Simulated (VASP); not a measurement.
A run of VASP 6.6.1 is set up as follows.

Contents of INCAR:

```
PREC = Accurate ; ENCUT = 520
EDIFF = 1E-6 ; ISMEAR = 0
SIGMA = 0.01 ; LREAL = False
LASPH = True ; NELM = 60
ALGO = Normal ; ISIF = 2
LWAVE = False ; LCHARG = False
GGA = CA ; NBANDS = 11
```

The input KPOINTS:

```
regular mesh
0
Gamma
  10 10 10
```

The input POSCAR:

```
BN
1.0
    0.0000000000      3.5638688387      2.2085744028
    1.2761801381      0.0000000000      2.2085744028
    1.2761801381      3.5638688387      0.0000000000
B N
1 1
Direct
    0.0000486500      0.0000486500      0.9999513500
    0.6666666667      0.6666666667      0.3333333333
```

Potentials or basis: VASP PAW LDA potentials, release 64 (B, N).

Command:

```bash
$ cat potpaw_LDA.64/B/POTCAR potpaw_LDA.64/N/POTCAR > POTCAR
$ mpirun -np 1 vasp_std > vasp.out
```

Task: Predict the largest force.

Result: 0.010 eV/Å.

Task: Estimate the band gap on the k mesh.

Result: 3.66 eV, indirect (least direct gap 4.47 eV).

Task: What does it give for the pressure?

Result: -15.6 GPa.

Stress tensor (GPa, compression positive):
```
-22.76   0.00   0.00
  0.00  -1.37   0.00
  0.00   0.00 -22.69
```

A k mesh can miss the band edges. Expect the measured gap to be larger: semilocal functionals such as LDA lack the derivative discontinuity.
